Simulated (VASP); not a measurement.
Au: single point with PBE

Au:

```
CELL_PARAMETERS angstrom
-1.65727 1.65727 1.65727
1.65727 -1.65727 1.65727
1.65727 1.65727 -1.65727
ATOMIC_POSITIONS crystal
Au 0.00000 0.00000 0.00000
```

| Item | Value |
| --- | --- |
| Program | VASP 6.6.1 |
| Task | single point |
| Functional | PBE |
| Potentials or basis | VASP PAW PBE potentials, release 64 (Au) |
| Cutoff | 520 eV |
| k mesh | 14 × 14 × 14 |
| Occupations | gaussian, width 0.05 eV |
| Spin | no spin polarisation |

- Pressure: -1.9 GPa

Levels at points of the mesh, in eV from the Fermi level:
| k point | band 1 | band 2 | band 3 | band 4 | band 5 | band 6 | band 7 | band 8 | band 9 | band 10 |
| --- | --- | --- | --- | --- | --- | --- | --- | --- | --- | --- |
| (0.00, 0.00, 0.00) | -9.24 | -4.60 | -4.60 | -4.60 | -2.87 | -2.87 | 16.43 | 16.43 | 16.43 | 23.08 |
| (0.50, 0.00, 0.00) | -6.74 | -5.58 | -3.00 | -2.69 | -1.50 | -0.42 | 3.12 | 12.27 | 13.39 | 20.82 |
| (0.50, 0.50, 0.50) | -6.34 | -6.34 | -1.84 | -1.84 | -1.84 | 6.17 | 6.17 | 6.17 | 8.89 | 15.24 |

Run time: 17 s on 1 thread of AMD EPYC 7R13 Processor (Zen 3) (shared host), peak memory 0.12 GiB.

Caveat: spin-orbit coupling is left out, which moves the levels of the heavy elements.
